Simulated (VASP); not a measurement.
# TiTe2: single point with PBE

TiTe2:

```
Ti Te
1.0
     0.00000    3.43566    3.43566
     3.43566    0.00000    3.43566
     3.43566    3.43566    0.00000
Ti Te
1 2
Direct
  0.00000 0.00000 0.00000
  0.25000 0.25000 0.25000
  0.75000 0.75000 0.75000
```

- Program: VASP 6.6.1
- Task: single point
- Functional: PBE
- Potentials or basis: VASP PAW PBE potentials, release 64 (Ti_sv, Te)
- Cutoff: 520 eV
- k mesh: 6 × 6 × 6
- Occupations: fermi-dirac, width 0.02 eV
- Spin: no spin polarisation
- Dipole correction: no
- Further INCAR settings: ALGO = Normal; EDIFF = 1e-06; NBANDS = 19

| Property | Result |
| --- | --- |
| Pressure | 0.0 GPa |
| Band gap on the k mesh | zero (band 12 reaches 7.52 eV, above the bottom of band 13 at 7.20 eV) |

Levels at points of the mesh, in eV from the Fermi level:
```tsv
k point	band 10	band 11	band 12	band 13	band 14	band 15
(0.00, 0.00, 0.00)	-0.29	-0.29	-0.29	-0.16	-0.16	2.12
(0.50, 0.00, 0.00)	-2.71	-2.71	-2.50	0.03	0.03	0.90
(0.50, 0.50, 0.00)	-1.18	-1.18	-0.47	0.25	0.91	1.74
```

Wall time 43 s on 1 thread of Intel(R) Xeon(R) Platinum 8259CL CPU @ 2.50GHz (Skylake/Cascade Lake), with other jobs on the host, peak memory 0.2 GiB.

Caveat: spin-orbit coupling is left out, which moves the levels of the heavy elements.
